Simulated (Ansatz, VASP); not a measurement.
## CuO in VASP and in Ansatz

```xyz
4
Lattice="3.1795 0.0000 0.0000 -1.5898 2.7536 0.0000 0.0000 0.0000 4.4315" Properties=species:S:1:pos:R:3 pbc="T T T"
Cu    0.0000    0.0000    0.0000
Cu    0.0000    0.0000    2.2157
O     0.0000    1.8357    1.1079
O     1.5898    0.9179    3.3236
```

Alike in both runs: functional LDA; k mesh 10 × 10 × 6; occupations fermi-dirac, width 0.05 eV; no spin polarisation; Hubbard terms Cu d U = 2.0 eV.

|  | VASP | Ansatz |
| --- | --- | --- |
| version | VASP 6.6.1 | Ansatz 0.2.0 |
| potentials or method | VASP PAW LDA potentials, release 64 (Cu_sv_GW, O) | Ansatz PAW |
| plane-wave cutoff (eV) | 700 | 420 |
| valence electrons in the cell | 50 | 50 |
| task | single point | projected density of states |

```csv
,VASP,Ansatz,Ansatz less VASP
gap on the k mesh at the Fermi level (eV),none,none,-
pressure (GPa),-13.3,-9.1,+4.26
"traceless stress, the component that is largest in VASP (GPa)",28.85,28.28,-0.564
```

LDA's correlation is that of Perdew and Zunger in VASP and of Perdew and Wang (1992) in Ansatz. The programs project onto different local orbitals, so the same U acts differently, and such runs can settle in different states. A gap of «none» marks a metal or a gap that the smearing closes.
